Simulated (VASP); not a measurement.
# SiC (P1) in VASP: notebook

SiC is run at these levels: PBE; tasks: single point.

Everything below comes from runs of VASP 6.6.1. Logs are shortened: lines on timing, memory, paths and dates and some standing lists are left out, and cuts for length are marked.

## (1) The cell of the first run

The typed cell holds 16 atoms: a = 6.151 Å, b = 6.151 Å, c = 5.048 Å, α = 90.00°, β = 90.00°, γ = 120.00°.

## (2) Single point, PBE

The input, INCAR:

```
SYSTEM = SiC
PREC = Accurate
ENCUT = 520
EDIFF = 1E-6
ISMEAR = -1
SIGMA = 0.02
LREAL = Auto
LASPH = .True.
NELM = 80
ALGO = Normal
ISIF = 2
LWAVE = .False.
LCHARG = .True.
GGA = PE
LELF = .True.
LVHAR = .True.
NBANDS = 46
```

The input, KPOINTS:

```
regular mesh
0
Gamma
  3 3 4
  0 0 0
```

The input, POSCAR:

```
SiC
1.0
    6.1507125031      0.0000000001      0.0000000000
   -3.0753562516      5.3266732790      0.0000000000
    0.0000000000      0.0000000000      5.0481081077
Si C
8 8
Direct
    0.1659972576      0.3370092187      0.0024407164
    0.3275071236      0.1617074964      0.5005603973
    0.1672296125      0.8331673012     -0.0021596209
    0.3393660322      0.6659413510      0.5030421191
    0.6585219155      0.3318009022     -0.0050995342
    0.8382008732      0.1692664357      0.4998333923
    0.6727491917      0.8383311245     -0.0006475693
    0.8316318879      0.6626047469      0.4971700182
    0.1687772973      0.3373786801      0.3775039994
    0.3259781657      0.1644508597      0.8755797035
    0.1675712903      0.8311833236      0.3781777171
    0.3363824698      0.6674982327      0.8799235090
    0.6620632257      0.3267151764      0.3741124318
    0.8327465215      0.1704347071      0.8709413321
    0.6739122180      0.8372400120      0.3743556912
    0.8297530826      0.6654990487      0.8763974356
```

Potentials or basis: VASP PAW PBE potentials, release 64 (Si, C).

Launch:

```bash
> cat potpaw_PBE.64/Si/POTCAR potpaw_PBE.64/C/POTCAR > POTCAR
> mpirun -np 1 vasp_std > vasp.out
```

OUTCAR:

```text
SYSTEM = SiC
   PREC = Accurate
   ENCUT = 520
   EDIFF = 1E-6
   ISMEAR = -1
   LREAL = Auto
   LASPH = .True.
   NELM = 80
   ISIF = 2
   GGA = PE

 ion  position               nearest neighbor table
   1  0.166  0.337  0.002-  12 1.87  10 1.88   9 1.89  14 1.90   5 3.05   3 3.05   7 3.05   6 3.06
                             4 3.07   4 3.08   6 3.08   2 3.09   7 3.10   3 3.10   2 3.10   5 3.11
   2  0.328  0.162  0.501-  11 1.87   9 1.89  13 1.89  10 1.89   6 3.03   5 3.06   8 3.06   3 3.06
                             4 3.07   3 3.08   4 3.09   1 3.09   8 3.09   5 3.10   1 3.10   6 3.12
   3  0.167  0.833  0.998-  10 1.87  12 1.88  16 1.90  11 1.92   5 3.04   1 3.05   7 3.06   2 3.06
                             2 3.08   4 3.08   8 3.09   7 3.09   8 3.10   1 3.10   5 3.11   4 3.13
   4  0.339  0.666  0.503-   9 1.86  15 1.90  12 1.90  11 1.90   8 3.04   2 3.07   6 3.07   1 3.07
                             7 3.07   1 3.08   6 3.08   3 3.08   2 3.09   7 3.10   8 3.11   3 3.13
   5  0.659  0.332  0.995-  10 1.87  16 1.88  14 1.89  13 1.91   3 3.04   1 3.05   2 3.06   8 3.07
                             7 3.07   7 3.08   8 3.09   6 3.09   2 3.10   1 3.11   3 3.11   6 3.13
   6  0.838  0.169  0.500-   9 1.87  14 1.87  15 1.88  13 1.89   2 3.03   8 3.05   1 3.06   4 3.07
                             7 3.08   1 3.08   7 3.08   4 3.08   5 3.09   8 3.10   2 3.12   5 3.13
   7  0.673  0.838  0.999-  16 1.86  14 1.88  12 1.89  15 1.89   1 3.05   3 3.06   4 3.07   5 3.07
                             6 3.08   5 3.08   6 3.08   8 3.08   3 3.09   8 3.10   1 3.10   4 3.10
   8  0.832  0.663  0.497-  15 1.88  11 1.89  13 1.89  16 1.91   4 3.04   6 3.05   2 3.06   5 3.07
                             7 3.08   5 3.09   3 3.09   2 3.09   3 3.10   6 3.10   7 3.10   4 3.11
   9  0.169  0.337  0.378-   4 1.86   6 1.87   2 1.89   1 1.89
  10  0.326  0.164  0.876-   3 1.87   5 1.87   1 1.88   2 1.89
  11  0.168  0.831  0.378-   2 1.87   8 1.89   4 1.90   3 1.92
  12  0.336  0.667  0.880-   1 1.87   3 1.88   7 1.89   4 1.90
  13  0.662  0.327  0.374-   6 1.89   2 1.89   8 1.89   5 1.91
  14  0.833  0.170  0.871-   6 1.87   7 1.88   5 1.89   1 1.90
  15  0.674  0.837  0.374-   8 1.88   6 1.88   7 1.89   4 1.90
  16  0.830  0.665  0.876-   7 1.86   5 1.88   3 1.90   8 1.91

  LATTYP: Found a hexagonal cell.
 ALAT       =     6.1507125031
 C/A-ratio  =     0.8207355010

  Lattice vectors:

 A1 = (   6.1507125031,   0.0000000001,   0.0000000000)
 A2 = (  -3.0753562516,   5.3266732790,   0.0000000000)
 A3 = (   0.0000000000,   0.0000000000,   5.0481081077)

Analysis of symmetry for initial positions (statically):
=====================================================================
 Subroutine PRICEL returns:
 Original cell was already a primitive cell.

 Routine SETGRP: Setting up the symmetry group for a
 hexagonal supercell.

 Subroutine GETGRP returns: Found  1 space group operations
 (whereof  1 operations were pure point group operations)
 out of a pool of 24 trial point group operations.

The static configuration has the point symmetry C_1 .

Analysis of symmetry for dynamics (positions and initial velocities):
=====================================================================
 Subroutine PRICEL returns:
 Original cell was already a primitive cell.

 Routine SETGRP: Setting up the symmetry group for a
 hexagonal supercell.

 Subroutine GETGRP returns: Found  1 space group operations
 (whereof  1 operations were pure point group operations)
 out of a pool of 24 trial point group operations.

The dynamic configuration has the point symmetry C_1 .

 Subroutine INISYM returns: Found  1 space group operations
 (whereof  1 operations are pure point group operations),
 and found     1 'primitive' translations

----------------------------------------------------------------------------------------

                                     Primitive cell

  volume of cell :     165.3903

  direct lattice vectors                    reciprocal lattice vectors
     6.150712503  0.000000000  0.000000000     0.162582790  0.093867218  0.000000000
    -3.075356252  5.326673279  0.000000000    -0.000000000  0.187734435  0.000000000
     0.000000000  0.000000000  5.048108108     0.000000000  0.000000000  0.198094014

  length of vectors
     6.150712503  6.150712503  5.048108108     0.187734435  0.187734435  0.198094014

  position of ions in fractional coordinates (direct lattice)
     0.165997258  0.337009219  0.002440716
     0.327507124  0.161707496  0.500560397
     0.167229613  0.833167301  0.997840379
     0.339366032  0.665941351  0.503042119
     0.658521916  0.331800902  0.994900466
     0.838200873  0.169266436  0.499833392
[... 8 lines left out ...]
     0.673912218  0.837240012  0.374355691
     0.829753083  0.665499049  0.876397436

  ion indices of the primitive-cell ions
   primitive index   ion index
                 1           1
                 2           2
[... 88 lines left out ...]
   GGA     = PE    functional components
   LHFCALC =     F    Hartree Fock is set to
   AEXX    =    0.0000 exact exchange contribution
   IVDW    =     0    specifies the selected vdW correction
   LEPSILON=     F    determine dielectric tensor
   LRPA    =     F    only Hartree local field effects (RPA)
 non-spin polarized calculation
  energy-cutoff  :      520.00
  volume of cell :      165.39
 maximum number of plane-waves:      4482
 NGX is ok and might be reduce to    48
   NGX = 23   NGY = 23   NGZ = 19

 number of electron      64.0000002 magnetization

 Free energy of the ion-electron system (eV)
  ---------------------------------------------------
  ext. energy  EPLUGINS =         0.00000000
  ---------------------------------------------------
  free energy    TOTEN  =      -120.29551389 eV

  energy without entropy =     -120.29551389  energy(sigma->0) =     -120.29551389

 E-fermi :   8.7530     XC(G=0): -11.3515

 val. band max:        8.2994629553   @ k =   0.0000   0.0000   0.0000
 cond. band min:      10.5500510309   @ k =   0.3333   0.3333   0.0000
 fundamental gap:      2.2505880756
 Fermi energy:         8.7529768482

 k-point     1 :       0.0000    0.0000    0.0000
  band No.  band energies     occupation
      1      -7.3092      2.00000
      2      -4.0332      2.00000
      3      -3.9935      2.00000
      4      -3.9329      2.00000
      5      -3.7386      2.00000
      6      -2.5396      2.00000
[... 36 lines left out ...]
     43      15.0976      0.00000
     44      15.1607      0.00000

 k-point     2 :       0.3333    0.0000    0.0000
  band No.  band energies     occupation
      1      -6.8307      2.00000
      2      -5.4630      2.00000
      3      -4.2667      2.00000
      4      -4.2144      2.00000
      5      -3.3421      2.00000
      6      -2.3872      2.00000
[... 36 lines left out ...]
     43      15.5587      0.00000
     44      15.7168      0.00000

 k-point     3 :      -0.0000    0.3333    0.0000
  band No.  band energies     occupation
      1      -6.8299      2.00000
      2      -5.4577      2.00000
      3      -4.2712      2.00000
      4      -4.2308      2.00000
      5      -3.3414      2.00000
      6      -2.3897      2.00000
[... 36 lines left out ...]
     43      15.5743      0.00000
     44      15.6997      0.00000

 k-point     4 :      -0.3333    0.3333    0.0000
  band No.  band energies     occupation
      1      -6.8310      2.00000
      2      -5.4592      2.00000
      3      -4.2831      2.00000
      4      -4.2081      2.00000
      5      -3.3446      2.00000
      6      -2.3925      2.00000
[... 647 lines left out ...]
     43      14.7386      0.00000
     44      14.7734      0.00000

 k-point    18 :      -0.3333    0.3333    0.5000
  band No.  band energies     occupation
      1      -5.6787      2.00000
      2      -5.6246      2.00000
      3      -4.3770      2.00000
      4      -4.3153      2.00000
      5      -3.3288      2.00000
      6      -3.3246      2.00000
[... 36 lines left out ...]
     43      14.7540      0.00000
     44      14.7825      0.00000

 k-point    19 :       0.3333    0.3333    0.5000
  band No.  band energies     occupation
      1      -4.8470      2.00000
      2      -4.8226      2.00000
      3      -4.7746      2.00000
      4      -4.7426      2.00000
      5      -4.7097      2.00000
      6      -4.6509      2.00000
[... 36 lines left out ...]
     43      15.6983      0.00000
     44      15.7560      0.00000
 [bands above 44 left out]

------------------------ aborting loop because EDIFF is reached ----------------------------------------

  FORCE on cell =-STRESS in cart. coord.  units (eV):
  Direction    XX          YY          ZZ          XY          YZ          ZX
  --------------------------------------------------------------------------------------
  -------------------------------------------------------------------------------------
  Total        3.3458556      4.3822838      3.1293297     -0.2816903      0.0367889     -0.1839348
  in kB       32.4121350     42.4522727     30.3145951     -2.7288036      0.3563835     -1.7818217
  external PRESSURE =      35.0596676 kB  Pullay stress =       0.0000000 kB

 VOLUME and BASIS-vectors are now :
 -----------------------------------------------------------------------------
  energy-cutoff  :      520.00
  volume of cell :      165.39
      direct lattice vectors                 reciprocal lattice vectors
     6.150712503  0.000000000  0.000000000     0.162582790  0.093867218  0.000000000
    -3.075356252  5.326673279  0.000000000    -0.000000000  0.187734435  0.000000000
     0.000000000  0.000000000  5.048108108     0.000000000  0.000000000  0.198094014

 POSITION                                       TOTAL-FORCE (eV/Angst)
 -----------------------------------------------------------------------------------
     -0.01542      1.79514      0.01232        -0.062319     -0.250963     -0.109414
      1.51709      0.86136      2.52688         0.298047      0.282364     -0.122874
     -1.53370      4.43801      5.03721        -0.202817     -0.291500      0.391400
      0.03934      3.54725      2.53941        -0.347242      0.553213     -0.130362
      3.02997      1.76739      5.02237         0.503662     -0.003245      0.428177
      4.63498      0.90163      2.52321        -0.483416     -0.117719     -0.197074
[... 8 lines left out ...]
      1.57023      4.45970      1.88979        -0.208226     -0.237544      0.118681
      3.05693      3.54490      4.42415         0.396157      0.051924     -0.287388
 -----------------------------------------------------------------------------------
    total drift:                                0.001253      0.000902     -0.011056

  FREE ENERGIE OF THE ION-ELECTRON SYSTEM (eV)
  ---------------------------------------------------
  free  energy   TOTEN  =      -120.2955138927 eV

  energy  without entropy=     -120.2955138927  energy(sigma->0) =     -120.29551389
```

Run time: 95 s. Hardware: 1 thread of Intel Xeon 6975P-C (Granite Rapids), shared host; peak memory 0.32 GiB.

What came out:

- Free energy: -120.2955 eV
- Pressure: 3.5 GPa
- Largest force: 0.666 eV/Å
- Band gap on the k mesh: 2.25 eV

Forces in eV/Å, atoms in the order of the input:
```
Si  -0.062 -0.251 -0.109
Si   0.298  0.282 -0.123
Si  -0.203 -0.291  0.391
Si  -0.347  0.553 -0.130
Si   0.504 -0.003  0.428
Si  -0.483 -0.118 -0.197
Si  -0.389 -0.116  0.051
Si   0.169  0.023  0.126
C    0.221 -0.339 -0.173
C    0.103  0.126 -0.043
C    0.003 -0.252 -0.243
C    0.003  0.246 -0.319
C   -0.074  0.319 -0.025
C    0.071  0.006  0.536
C   -0.208 -0.238  0.119
C    0.396  0.052 -0.287
```

Levels at points of the mesh, in eV from the valence-band top:
```csv
k point,band 30,band 31,band 32,band 33,band 34,band 35
"(0.00, 0.00, 0.00)",-0.13,-0.07,0.00,2.71,2.73,2.79
"(0.00, 0.00, 0.50)",-0.75,-0.74,-0.68,3.19,3.19,3.26
```

## (3) Single point, PBE

The input, INCAR:

```
SYSTEM = SiC
PREC = Accurate ; ENCUT = 520
EDIFF = 1E-6 ; ISMEAR = -1
SIGMA = 0.02 ; LREAL = Auto
LASPH = .TRUE. ; NELM = 60
ALGO = Normal ; ISIF = 2
LWAVE = .FALSE. ; LCHARG = .FALSE.
GGA = PE ; NBANDS = 46
```

The input, KPOINTS:

```
Automatic mesh
0
G
  3 3 4
  0 0 0
```

The input, POSCAR:

```
SiC
1.0
    6.1507125031      0.0000000001      0.0000000000
   -3.0753562516      5.3266732790      0.0000000000
    0.0000000000      0.0000000000      5.0481081077
Si C
8 8
Direct
    0.1704793004      0.3336908248     -0.0060571207
    0.3378114702      0.1684670625      0.4993211211
    0.1663714879      0.8333867627     -0.0002503908
    0.3271809647      0.6653665082      0.4923987258
    0.6736468064      0.3362166039      0.0042984420
    0.8279841037      0.1645387194      0.5018333494
    0.6615685015      0.8278942163      0.0001341096
    0.8361759753      0.6703249501      0.5028487794
    0.1623662297      0.3353930129      0.3745704251
    0.3408358091      0.1650833370      0.8771268177
    0.1674936814      0.8383144162      0.3764826266
    0.3275906152      0.6640598765      0.8743842061
    0.6720189184      0.3367161652      0.3781721705
    0.8313427022      0.1626474827      0.8725674859
    0.6647873669      0.8326641729      0.3742053379
    0.8307147318      0.6653894118      0.8809151676
```

Potentials or basis: VASP PAW PBE potentials, release 64 (Si, C).

Launch:

```bash
> cat potpaw_PBE.64/Si/POTCAR potpaw_PBE.64/C/POTCAR > POTCAR
> mpirun -np 1 vasp_std > vasp.out
```

It took 1.8 min on 1 thread of Intel Xeon 6975P-C (Granite Rapids), shared host; peak memory 0.31 GiB.

The run converged. Its results:

```
Free energy            : -120.2615 eV
Pressure               : 3.6 GPa
Largest force          : 0.845 eV/Å
Band gap on the k mesh : 2.26 eV
```

Forces in eV/Å, atoms in the order of the input:
```
Si  -0.343 -0.586  0.377
Si  -0.523  0.458  0.091
Si  -0.109  0.057  0.107
Si   0.495  0.192  0.658
Si  -0.130 -0.517 -0.230
Si   0.588  0.038 -0.273
Si  -0.098  0.508 -0.092
Si  -0.327 -0.147 -0.002
C    0.594 -0.557 -0.133
C   -0.536  0.318 -0.115
C   -0.004 -0.184 -0.193
C    0.352  0.140 -0.300
C   -0.428  0.051 -0.115
C    0.289  0.119  0.486
C   -0.114 -0.149  0.205
C    0.294  0.260 -0.472
```

Stress tensor (GPa, compression positive):
```
 3.08 -0.23 -0.11
-0.23  4.69 -0.03
-0.11 -0.03  2.99
```

Levels at points of the mesh, in eV from the valence-band top:
```tsv
k point	band 28	band 29	band 30	band 31	band 32	band 33	band 34	band 35	band 36	band 37
(0.00, 0.00, 0.00)	-1.24	-1.20	-0.11	-0.07	0.00	2.70	2.75	2.78	4.12	4.19
(0.00, 0.00, 0.50)	-2.21	-0.79	-0.78	-0.71	-0.69	3.18	3.20	3.22	3.23	3.33
```

A k mesh can miss the band edges. A hybrid or GW would open this gap; PBE tends to underestimate it.

## (4) Single point, PBE

The input, INCAR:

```
SYSTEM = SiC
  ALGO = Normal
  EDIFF = 1E-6
  ENCUT = 520
  GGA = PE
  ISIF = 2
  ISMEAR = -1
  LASPH = .True.
  LCHARG = .False.
  LREAL = Auto
  LWAVE = .False.
  NBANDS = 46
  NELM = 100
  PREC = Accurate
  SIGMA = 0.02
```

The input, KPOINTS:

```
k-points
0
Gamma
  3 3 4
  0 0 0
```

The input, POSCAR:

```
SiC
1.0
    6.1507125031      0.0000000001      0.0000000000
   -3.0753562516      5.3266732790      0.0000000000
    0.0000000000      0.0000000000      5.0481081077
Si C
8 8
Direct
    0.1651779695      0.3305806284      0.0063106810
    0.3365340679      0.1669745737      0.4981458294
    0.1713696497      0.8366602881     -0.0012040154
    0.3275696579      0.6648464838      0.5054974944
    0.6693563950      0.3361278055     -0.0050624906
    0.8352827968      0.1661652505      0.4972546044
    0.6663002622      0.8295875809     -0.0001230164
    0.8308738322      0.6687547393      0.4930266838
    0.1662747234      0.3390530835      0.3808111790
    0.3368199532      0.1663214456      0.8753021738
    0.1663626379      0.8376075960      0.3775654085
    0.3280719669      0.6611368514      0.8844467877
    0.6701121563      0.3321934549      0.3733256023
    0.8303333361      0.1628954799      0.8687323858
    0.6636948272      0.8348050964      0.3730724382
    0.8325672515      0.6666947293      0.8767619285
```

Launch:

```bash
> cat potpaw_PBE.64/Si/POTCAR potpaw_PBE.64/C/POTCAR > POTCAR
> mpirun -np 1 vasp_std > vasp.out
```

Run time: 1.9 min. Hardware: 1 thread of Intel Xeon 6975P-C (Granite Rapids), shared host; peak memory 0.31 GiB.

Results (log left out):

* Free energy: -120.2416 eV
* Pressure: 3.6 GPa
* Largest force: 1.104 eV/Å
* Band gap on the k mesh: 2.26 eV

Forces on the atoms (eV/Å):
```
Si  -0.142 -0.212 -0.524
Si  -0.341  0.432  0.210
Si  -0.435 -0.384  0.292
Si   0.264  0.647 -0.015
Si   0.234 -0.456  0.286
Si  -0.284 -0.054  0.157
Si  -0.519  0.331 -0.159
Si   0.202 -0.167  0.597
C    0.679 -0.793 -0.360
C   -0.403  0.272  0.012
C    0.076 -0.333 -0.225
C    0.377  0.315 -0.685
C   -0.401  0.308 -0.132
C    0.302  0.132  0.763
C    0.028 -0.286  0.280
C    0.363  0.248 -0.498
```

Stress tensor (GPa, compression positive):
```
 3.01 -0.12 -0.27
-0.12  4.99  0.07
-0.27  0.07  2.91
```

Levels at points of the mesh, in eV from the valence-band top:
| k point | band 30 | band 31 | band 32 | band 33 | band 34 | band 35 |
| --- | --- | --- | --- | --- | --- | --- |
| (0.00, 0.00, 0.00) | -0.10 | -0.07 | 0.00 | 2.73 | 2.75 | 2.75 |
| (0.00, 0.00, 0.50) | -0.78 | -0.73 | -0.65 | 3.16 | 3.19 | 3.25 |

Caveat: forces of over 1 eV/Å act on the atoms, so gaps and moduli don't describe the material at rest.
